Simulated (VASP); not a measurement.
# CdHg2O3: single point with PBE

The system is CdHg2O3.

```xyz
6
Lattice="3.0881 -1.7936 0.0000 3.0881 1.7936 0.0000 -1.9444 0.0000 9.1310" Properties=species:S:1:pos:R:3 pbc="T T T"
Cd    3.0881    1.1435    0.0000
Hg    4.6413    0.2523    2.9476
Hg   -0.4096    0.2523    6.1833
O     0.0532   -0.5955    7.9558
O     4.1785   -0.5955    1.1752
O     2.1159   -0.4570    4.5655
```

- Program: VASP 6.6.1
- Task: single point
- Functional: PBE
- Potentials or basis: VASP PAW PBE potentials, release 64 (Cd, Hg, O)
- Cutoff: 520 eV
- k mesh: 6 × 6 × 2
- Occupations: gaussian, width 0.1 eV
- Spin: no spin polarisation
- Dipole correction: no
- Further INCAR settings: ALGO = Normal; EDIFF = 1e-07; NBANDS = 36

```json
{
 "Pressure": "1.5 GPa",
 "Largest force": "0.290 eV/Å",
 "Band gap on the k mesh": "0.85 eV, indirect (least direct gap 1.01 eV)"
}
```

Forces in eV/Å, atoms in the order of the input:
```
Cd   0.000  0.021  0.000
Hg  -0.019 -0.027  0.038
Hg   0.019 -0.027 -0.038
O    0.077 -0.128  0.199
O   -0.077 -0.128 -0.199
O    0.000  0.290  0.000
```

Stress tensor (GPa, compression positive):
```
0.63 0.00 0.67
0.00 1.07 0.00
0.67 0.00 2.81
```

Levels at points of the mesh, in eV from the valence-band top:
```tsv
k point	band 23	band 24	band 25	band 26	band 27	band 28	band 29	band 30	band 31	band 32
(0.00, 0.00, 0.00)	-1.19	-1.04	-0.40	-0.22	-0.16	0.85	3.26	3.78	6.28	7.72
(0.50, 0.00, 0.00)	-1.89	-1.70	-0.99	-0.61	-0.17	3.05	3.56	4.53	4.98	6.29
(0.50, 0.50, 0.00)	-1.98	-1.42	-1.06	-1.05	-0.27	3.01	3.80	3.95	5.05	5.74
(0.00, 0.00, 0.50)	-0.94	-0.89	-0.76	-0.19	0.00	1.53	2.06	4.46	5.56	9.76
(0.50, 0.00, 0.50)	-1.80	-1.59	-1.16	-0.87	-0.04	3.13	3.65	4.13	5.44	5.92
(0.50, 0.50, 0.50)	-2.05	-1.60	-1.42	-0.69	-0.29	3.19	3.28	4.36	4.80	6.31
```

Wall time 71 s on 1 thread of Intel(R) Xeon(R) Platinum 8488C (Sapphire Rapids), with other jobs on the host, peak memory 0.27 GiB.

Caveat: spin-orbit coupling is left out, which moves the levels of the heavy elements. A k mesh can miss the band edges.
